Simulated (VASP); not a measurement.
Mn: single point with PBE

Crystal: Mn.

```
Mn
1.0
     3.04000    0.00000    0.00000
     0.00000    3.04000    0.00000
     0.00000    0.00000    3.04000
Mn
2
Direct
  0.00000 0.00000 0.00000
  0.50000 0.50000 0.50000
```

| Item | Value |
| --- | --- |
| Program | VASP 6.6.1 |
| Task | single point |
| Functional | PBE |
| Potentials or basis | VASP PAW PBE potentials, release 64 (Mn_pv) |
| Cutoff | 500 eV |
| k mesh | 4 × 4 × 4 |
| Occupations | fermi-dirac, width 0.1 eV |
| Spin | collinear spin, antiferromagnetic start |
| Starting moments | [-3.48, 3.48] μB |
| Dipole correction | no |
| Further INCAR settings | ALGO = Normal; EDIFF = 1e-06; NBANDS = 24 |

* Pressure: -6.0 GPa
* Band gap on the k mesh: zero (filled and empty bands overlap)
* Net moment: 0.00 μB per cell
* Site moments: Mn -3.20, +3.20 μB
* Valence electrons inside the program's atomic spheres: Mn 11.58

Levels at points of the mesh, in eV from the Fermi level:
Spin up:
| k point | band 10 | band 11 | band 12 | band 13 | band 14 | band 15 | band 16 | band 17 |
| --- | --- | --- | --- | --- | --- | --- | --- | --- |
| (0.00, 0.00, 0.00) | -2.14 | -2.14 | -2.14 | 0.49 | 0.49 | 1.55 | 1.55 | 1.55 |
| (0.50, 0.00, 0.00) | -2.42 | -2.42 | -1.80 | -0.60 | -0.42 | 0.23 | 0.23 | 1.14 |
| (0.50, 0.50, 0.00) | -2.94 | -1.50 | -0.62 | -0.19 | -0.19 | 0.85 | 1.55 | 1.55 |
| (0.50, 0.50, 0.50) | -1.66 | -1.66 | -1.66 | -1.47 | -1.47 | 1.98 | 1.98 | 7.22 |
Spin down:
```tsv
k point	band 11	band 12	band 13	band 14	band 15	band 16
(0.00, 0.00, 0.00)	-2.14	-2.14	0.49	0.49	1.55	1.55
(0.50, 0.00, 0.00)	-2.42	-1.80	-0.60	-0.42	0.23	0.23
(0.50, 0.50, 0.00)	-1.50	-0.62	-0.19	-0.19	0.85	1.55
(0.50, 0.50, 0.50)	-1.66	-1.66	-1.47	-1.47	1.98	1.98
```

Run time: 7.8 s on 1 thread of Intel(R) Xeon(R) 6975P-C (Granite Rapids), on a shared host, peak memory 0.14 GiB.

Caveat: the k points lie up to 0.52 Å⁻¹ apart.
